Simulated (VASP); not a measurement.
# NaH12ClO6 in VASP: notebook

Runs on NaH12ClO6. Level: PBEsol. Tasks: single point.

All numbers are computed with VASP 6.6.1; they aren't measurements. Logs are shortened: lines on timing, memory, paths and dates and some standing lists are left out, and cuts for length are marked.

### 1 The cell of the first run

The cell holds a disordered packing, 20 atoms: a = 6.628 Å, b = 6.628 Å, c = 6.628 Å, α = 90.00°, β = 90.00°, γ = 90.00°.

### 2 Single point, PBEsol

File INCAR:

```
SYSTEM = NaH12ClO6
PREC     = Accurate       ! precision mode
ENCUT    = 840            ! plane-wave cutoff, eV
EDIFF    = 1E-6           ! SCF threshold, eV
ISMEAR   = -1             ! smearing method
SIGMA    = 0.05           ! smearing width, eV
LREAL    = Auto         
LASPH    = .TRUE.         ! aspherical terms in the spheres
NELM     = 120            ! most SCF steps
ALGO     = Normal         ! electronic algorithm
ISIF     = 2              ! what is computed and relaxed
LWAVE    = .FALSE.        ! write WAVECAR
LCHARG   = .FALSE.        ! write CHGCAR
GGA      = PS             ! functional
NBANDS   = 48             ! bands
GGA_COMPAT= .FALSE.
```

File KPOINTS:

```
Automatic mesh
0
G
  1 1 1
  0 0 0
```

File POSCAR:

```
NaH12ClO6
1.0
    6.6282230000      0.0000000000      0.0000000000
    0.0000000000      6.6282230000      0.0000000000
    0.0000000000      0.0000000000      6.6282230000
O H Na Cl
6 12 1 1
Direct
   -0.0239430689      0.5290407399      0.8214418857
    0.5779377067      1.1590889444      0.7212943801
    0.2035538032      0.6814496133      0.1907751142
    0.5416082108      0.6101937126      0.9567421012
    0.7515438150      0.2148388791      0.4121014033
    0.1827337433      0.3288060767      0.4813205591
   -0.0782864427      0.4297079323      0.7429743990
   -0.0914875676      0.6419669344      0.8017684378
    0.4601836722      1.2313104131      0.6844066653
    0.6019109496      1.0658060237      0.8421412496
    0.2436097880      0.7189558951      0.0605441308
    0.0675294117      0.7470629760      0.2033727592
    0.6820983543      0.6754751613      0.9476597272
    0.5612062237      0.5088543340      0.8463656096
    0.7658312039      0.1404599694      0.2461293170
    0.6968534402      0.1148875045      0.5147986119
    0.1640560373      0.4700203961      0.5386813328
    0.0484745308      0.2815234189      0.4589012772
    0.4668973871      0.4120108813      0.2060884192
    0.8367702776     -0.0940976186      0.0263871629
```

Potentials or basis: VASP PAW PBE potentials, release 64 (O, H, Na_sv, Cl).

On the command line:

```bash
cat potpaw_PBE.64/O/POTCAR potpaw_PBE.64/H/POTCAR potpaw_PBE.64/Na_sv/POTCAR potpaw_PBE.64/Cl/POTCAR > POTCAR
mpirun -np 1 vasp_gam > vasp.out
```

OUTCAR:

```text
SYSTEM = NaH12ClO6
   PREC = Accurate
   ENCUT = 840
   EDIFF = 1E-6
   ISMEAR = -1
   LREAL = Auto
   LASPH = .TRUE.
   NELM = 120
   ISIF = 2
   GGA = PS

 ion  position               nearest neighbor table
   1  0.976  0.529  0.821-   8 0.88   7 0.91
   2  0.578  0.159  0.721-   9 0.95  10 1.02
   3  0.204  0.681  0.191-  11 0.94  12 1.00
   4  0.542  0.610  0.957-  14 1.00  13 1.03
   5  0.752  0.215  0.412-  16 1.02  15 1.21
   6  0.183  0.329  0.481-  18 0.96  17 1.02
   7  0.922  0.430  0.743-   1 0.91
   8  0.909  0.642  0.802-   1 0.88
   9  0.460  0.231  0.684-   2 0.95
  10  0.602  0.066  0.842-   2 1.02
  11  0.244  0.719  0.061-   3 0.94
  12  0.068  0.747  0.203-   3 1.00
  13  0.682  0.675  0.948-   4 1.03
  14  0.561  0.509  0.846-   4 1.00
  15  0.766  0.140  0.246-   5 1.21
  16  0.697  0.115  0.515-   5 1.02
  17  0.164  0.470  0.539-   6 1.02
  18  0.048  0.282  0.459-   6 0.96
  19  0.467  0.412  0.206-
  20  0.837  0.906  0.026-

  LATTYP: Found a simple cubic cell.
 ALAT       =     6.6282230000

  Lattice vectors:

 A1 = (   6.6282230000,   0.0000000000,   0.0000000000)
 A2 = (   0.0000000000,   6.6282230000,   0.0000000000)
 A3 = (   0.0000000000,   0.0000000000,   6.6282230000)

Analysis of symmetry for initial positions (statically):
=====================================================================
 Subroutine PRICEL returns:
 Original cell was already a primitive cell.

 Routine SETGRP: Setting up the symmetry group for a
 simple cubic supercell.

 Subroutine GETGRP returns: Found  1 space group operations
 (whereof  1 operations were pure point group operations)
 out of a pool of 48 trial point group operations.

The static configuration has the point symmetry C_1 .

Analysis of symmetry for dynamics (positions and initial velocities):
=====================================================================
 Subroutine PRICEL returns:
 Original cell was already a primitive cell.

 Routine SETGRP: Setting up the symmetry group for a
 simple cubic supercell.

 Subroutine GETGRP returns: Found  1 space group operations
 (whereof  1 operations were pure point group operations)
 out of a pool of 48 trial point group operations.

The dynamic configuration has the point symmetry C_1 .

 Subroutine INISYM returns: Found  1 space group operations
 (whereof  1 operations are pure point group operations),
 and found     1 'primitive' translations

----------------------------------------------------------------------------------------

                                     Primitive cell

  volume of cell :     291.2000

  direct lattice vectors                    reciprocal lattice vectors
     6.628223000  0.000000000  0.000000000     0.150869999  0.000000000  0.000000000
     0.000000000  6.628223000  0.000000000     0.000000000  0.150869999  0.000000000
     0.000000000  0.000000000  6.628223000     0.000000000  0.000000000  0.150869999

  length of vectors
     6.628223000  6.628223000  6.628223000     0.150869999  0.150869999  0.150869999

  position of ions in fractional coordinates (direct lattice)
     0.976056931  0.529040740  0.821441886
     0.577937707  0.159088944  0.721294380
     0.203553803  0.681449613  0.190775114
     0.541608211  0.610193713  0.956742101
     0.751543815  0.214838879  0.412101403
     0.182733743  0.328806077  0.481320559
[... 12 lines left out ...]
     0.466897387  0.412010881  0.206088419
     0.836770278  0.905902381  0.026387163

  ion indices of the primitive-cell ions
   primitive index   ion index
                 1           1
                 2           2
                 3           3
                 4           4
                 5           5
                 6           6
[... 12 lines left out ...]
                19          19
                20          20

----------------------------------------------------------------------------------------

 KPOINTS: Automatic mesh

Automatic generation of k-mesh.
 Grid dimensions read from file:
 generate k-points for:    1    1    1

 Generating k-lattice:

  Cartesian coordinates                     Fractional coordinates (reciprocal lattice)
     0.150869999  0.000000000  0.000000000     1.000000000  0.000000000  0.000000000
     0.000000000  0.150869999  0.000000000     0.000000000  1.000000000  0.000000000
     0.000000000  0.000000000  0.150869999     0.000000000  0.000000000  1.000000000

  Length of vectors
     0.150869999  0.150869999  0.150869999

  Shift w.r.t. Gamma in fractional coordinates (k-lattice)
     0.000000000  0.000000000  0.000000000

 Subroutine IBZKPT returns following result:
 ===========================================

 Found      1 irreducible k-points:

 Following reciprocal coordinates:
            Coordinates               Weight
  0.000000  0.000000  0.000000      1.000000
   k-points           NKPTS =      1   k-points in BZ     NKDIM =      1   number of bands    NBANDS=     48
   number of dos      NEDOS =    301   number of ions     NIONS =     20
   total plane-waves  NPLWV = 262144
   dimension x,y,z NGX =    64 NGY =   64 NGZ =   64
   dimension x,y,z NGXF=   128 NGYF=  128 NGZF=  128
   ions per type =               6  12   1   1
   NGX,Y,Z   is equivalent  to a cutoff of  16.05, 16.05, 16.05 a.u.
   NGXF,Y,Z  is equivalent  to a cutoff of  32.10, 32.10, 32.10 a.u.
 SYSTEM =  NaH12ClO6
   PREC   = accura    normal or accurate (medium, high low for compatibility)
   ISTART =      0    job   : 0-new  1-cont  2-samecut
   ICHARG =      2    charge: 1-file 2-atom 10-const
   ISPIN  =      1    spin polarized calculation?
   LNONCOLLINEAR =      F non collinear calculations
   LSORBIT =      F    spin-orbit coupling
   LASPH  =      T    aspherical Exc in radial PAW
   ENCUT  =  840.0 eV  61.74 Ry    7.86 a.u.  15.66 15.66 15.66*2*pi/ulx,y,z
   NELM   =    120;   NELMIN=  2; NELMDL= -5     # of ELM steps
   EDIFF  = 0.1E-05   stopping-criterion for ELM
   LREAL  =      T    real-space projection
   EDIFFG = 0.1E-04   stopping-criterion for IOM
   NSW    =      0    number of steps for IOM
   IBRION =     -1    ionic relax: 0-MD 1-quasi-New 2-CG
   NFREE  =      0    steps in history (QN), initial steepest desc. (CG)
   ISIF   =      2    stress and relaxation
   ISYM   =      2    0-nonsym 1-usesym 2-fastsym
   POTIM  = 0.5000    time-step for ionic-motion
   TEBEG  =    0.0;   TEEND  =   0.0 temperature during run
   PSTRESS=    0.0 pullay stress
   NELECT =      64.0000    total number of electrons
   NUPDOWN=      -1.0000    fix difference up-down
   EMIN   =  10.00;   EMAX   =-10.00  energy-range for DOS
   EFERMI =   0.00;   METHOD = LEGACY
   ISMEAR =    -1;   SIGMA  =   0.05  broadening in eV -4-tet -1-fermi 0-gaus
   EFERMI_NEDOS =   21; number of points for ismear=-14 and -15
   IALGO  =     38    algorithm
   IMIX   =      4    mixing-type and parameters
     AMIX     =   0.40;   BMIX     =  1.00
     AMIX_MAG =   1.60;   BMIX_MAG =  1.00
  volume/ion in A,a.u.               =      14.56        98.26
  Fermi-wavevector in a.u.,A,eV,Ry     =   0.987956  1.866967 13.280069  0.976058
  Thomas-Fermi vector in A             =   2.119448
   LORBIT       =      0    0 simple, 1 ext, 2 COOP (PROOUT), +10 PAW based schemes
   GGA     = PS    functional components
   LHFCALC =     F    Hartree Fock is set to
   AEXX    =    0.0000 exact exchange contribution
   IVDW    =     0    specifies the selected vdW correction
   LEPSILON=     F    determine dielectric tensor
   LRPA    =     F    only Hartree local field effects (RPA)
 non-spin polarized calculation
  energy-cutoff  :      840.00
  volume of cell :      291.20
 maximum number of plane-waves:      8068
 NGX is ok and might be reduce to    64
   NGX = 31   NGY = 31   NGZ = 31

 number of electron      64.0000002 magnetization

 Free energy of the ion-electron system (eV)
  ---------------------------------------------------
  ext. energy  EPLUGINS =         0.00000000
  ---------------------------------------------------
  free energy    TOTEN  =       -92.55213459 eV

  energy without entropy =      -92.55213459  energy(sigma->0) =      -92.55213459

 E-fermi :  -2.4644     XC(G=0):  -5.9900

 val. band max:       -3.7014986813   @ k =   0.0000   0.0000   0.0000
 cond. band min:       0.4826085363   @ k =   0.0000   0.0000   0.0000
 fundamental gap:      4.1841072176
 Fermi energy:        -2.4644370769

 k-point     1 :       0.0000    0.0000    0.0000
  band No.  band energies     occupation
      1     -52.9050      2.00000
      2     -25.0522      2.00000
      3     -24.9980      2.00000
      4     -24.9693      2.00000
      5     -23.2834      2.00000
      6     -22.5380      2.00000
[... 36 lines left out ...]
     43       5.9486      0.00000
     44       6.1792      0.00000
 [bands above 44 left out]

------------------------ aborting loop because EDIFF is reached ----------------------------------------

  FORCE on cell =-STRESS in cart. coord.  units (eV):
  Direction    XX          YY          ZZ          XY          YZ          ZX
  --------------------------------------------------------------------------------------
  -------------------------------------------------------------------------------------
  Total        2.6980572      2.9112503     -1.8089407      1.4175075     -1.6159067     -0.2975132
  in kB       14.8446650     16.0176496     -9.9527610      7.7991021     -8.8906914     -1.6369127
  external PRESSURE =       6.9698512 kB  Pullay stress =       0.0000000 kB

 VOLUME and BASIS-vectors are now :
 -----------------------------------------------------------------------------
  energy-cutoff  :      840.00
  volume of cell :      291.20
      direct lattice vectors                 reciprocal lattice vectors
     6.628223000  0.000000000  0.000000000     0.150869999  0.000000000  0.000000000
     0.000000000  6.628223000  0.000000000     0.000000000  0.150869999  0.000000000
     0.000000000  0.000000000  6.628223000     0.000000000  0.000000000  0.150869999

 POSITION                                       TOTAL-FORCE (eV/Angst)
 -----------------------------------------------------------------------------------
      6.46952      3.50660      5.44470         4.774771     -3.057761      2.575029
      3.83070      1.05448      4.78090         2.302139     -1.300714      1.366395
      1.34920      4.51680      1.26450        -1.149684     -0.159969      2.333224
      3.58990      4.04450      6.34150         1.184124     -0.976900     -1.694515
      4.98140      1.42400      2.73150         0.539979     -1.409493     -4.655124
      1.21120      2.17940      3.19030         1.777622      2.085319      0.954932
[... 12 lines left out ...]
      3.09470      2.73090      1.36600        -0.463946     -0.107187      0.817364
      5.54630      6.00452      0.17490        -0.114136      1.070641      0.149707
 -----------------------------------------------------------------------------------
    total drift:                                0.006141     -0.008888     -0.011035

  FREE ENERGIE OF THE ION-ELECTRON SYSTEM (eV)
  ---------------------------------------------------
  free  energy   TOTEN  =       -92.5521345885 eV

  energy  without entropy=      -92.5521345884  energy(sigma->0) =      -92.55213459
```

Run time: 71 s. Hardware: 1 thread of Intel Xeon Platinum 8175M at 2.50GHz (Skylake/Cascade Lake), shared host; peak memory 0.55 GiB.

What came out:

* Free energy: -92.5521 eV
* Pressure: 0.7 GPa
* Largest force: 6.472 eV/Å

Forces in eV/Å, atoms in the order of the input:
```
O    4.775 -3.058  2.575
O    2.302 -1.301  1.366
O   -1.150 -0.160  2.333
O    1.184 -0.977 -1.695
O    0.540 -1.409 -4.655
O    1.778  2.085  0.955
H   -1.520 -2.835 -2.047
H   -2.980  5.674 -0.903
H   -1.910 -0.107  0.265
H   -0.830  0.983 -0.859
H    0.745  0.518 -2.052
H    0.763 -0.492 -0.192
H   -1.168  0.312  0.912
H   -0.510  0.351  0.570
H   -0.026  0.902  4.143
H    0.115  0.723 -0.690
H    0.066 -1.557 -0.610
H   -1.596 -0.617 -0.383
Na  -0.464 -0.107  0.817
Cl  -0.114  1.071  0.150
```

Levels at points of the mesh, in eV from the Fermi level:
```csv
k point,band 28,band 29,band 30,band 31,band 32,band 33,band 34,band 35,band 36,band 37
"(0.00, 0.00, 0.00)",-1.72,-1.61,-1.41,-1.35,-1.24,2.95,5.62,6.04,6.32,6.76
```

Caveat: the k points lie up to 0.95 Å⁻¹ apart, too coarse for converged energies, forces and pressures; the atoms stand as in a frame of molecular dynamics; the PAW data sets were made with another functional, which shifts forces and pressure a little.

### 3 Single point, PBEsol

File INCAR:

```
SYSTEM = NaH12ClO6
  ALGO = Normal
  EDIFF = 1E-6
  ENCUT = 840
  GGA = PS
  GGA_COMPAT = .FALSE.
  ISIF = 2
  ISMEAR = -1
  LASPH = .TRUE.
  LCHARG = .FALSE.
  LREAL = Auto
  LWAVE = .FALSE.
  NBANDS = 48
  NELM = 120
  PREC = Accurate
  SIGMA = 0.05
```

File KPOINTS:

```
k-points
0
G
  1 1 1
  0 0 0
```

File POSCAR:

```
NaH12ClO6
1.0
    6.6282230000      0.0000000000      0.0000000000
    0.0000000000      6.6282230000      0.0000000000
    0.0000000000      0.0000000000      6.6282230000
O H Na Cl
6 12 1 1
Direct
    0.1291260707      0.6703512215      0.6605327600
    0.5460768193      0.8809783935      0.9134610820
    0.3504626954      0.7162555749      0.2644904852
    0.7508039752      0.5389847956      1.1368643880
    0.7944113709      0.2155595732      0.3706610460
    0.3293379593      0.3250929199      0.6753188751
    0.1010339851      0.7589728575      0.7777054918
    0.2123854243      0.7475663164      0.5659896183
    0.4912715463      1.0061262317      0.8594201090
    0.6908497444      0.9105079550      0.9357371847
    0.2167675587      0.7566343068      0.2108643924
    0.4402883727      0.7771230502      0.1608848842
    0.8366270419      0.6633045973      1.1221508268
    0.6959478247      0.5192530163      1.0019272443
    0.8316729764      0.3221484118      0.2721108440
    0.8364349115      0.0909826326      0.3011156669
    0.2547976828      0.4565322720      0.6957834180
    0.2205056984      0.2257902110      0.6777473413
    0.5042578819      0.4202114440      0.3882093719
    0.9918181601     -0.0831281813      0.0545481701
```

Potentials or basis: VASP PAW PBE potentials, release 64 (O, H, Na_sv, Cl).

On the command line:

```bash
cat potpaw_PBE.64/O/POTCAR potpaw_PBE.64/H/POTCAR potpaw_PBE.64/Na_sv/POTCAR potpaw_PBE.64/Cl/POTCAR > POTCAR
mpirun -np 1 vasp_gam > vasp.out
```

Run time: 31 s. Hardware: 1 thread of Intel Xeon 6975P-C (Granite Rapids), shared host; peak memory 0.55 GiB.

It converged, with:

| Item | Value |
| --- | --- |
| Free energy | -95.2377 eV |
| Pressure | -0.3 GPa |
| Largest force | 0.137 eV/Å |

Forces in eV/Å, atoms in the order of the input:
```
O    0.054  0.024  0.118
O    0.096 -0.036  0.038
O    0.035 -0.040  0.026
O    0.090  0.100 -0.026
O   -0.019  0.026 -0.111
O   -0.116 -0.030  0.059
H   -0.024 -0.055  0.015
H    0.016  0.003 -0.116
H   -0.088  0.089 -0.031
H    0.004 -0.024  0.018
H   -0.092  0.018  0.041
H    0.051 -0.010  0.012
H   -0.023 -0.082  0.059
H   -0.051 -0.029 -0.059
H   -0.013 -0.028  0.046
H    0.013  0.027  0.053
H   -0.045  0.050 -0.022
H    0.079  0.040 -0.052
Na   0.050  0.009 -0.038
Cl  -0.018 -0.052 -0.031
```

Stress tensor (GPa, compression positive):
```
 0.17  0.03  0.24
 0.03 -0.31  0.29
 0.24  0.29 -0.73
```

Levels at points of the mesh, in eV from the Fermi level:
| k point | band 29 | band 30 | band 31 | band 32 | band 33 | band 34 | band 35 | band 36 |
| --- | --- | --- | --- | --- | --- | --- | --- | --- |
| (0.00, 0.00, 0.00) | -1.70 | -1.61 | -1.50 | -1.36 | 3.25 | 6.07 | 6.46 | 6.76 |

Caveat: the k points lie up to 0.95 Å⁻¹ apart, too coarse for converged energies, forces and pressures; the PAW data sets were made with another functional, which shifts forces and pressure a little.
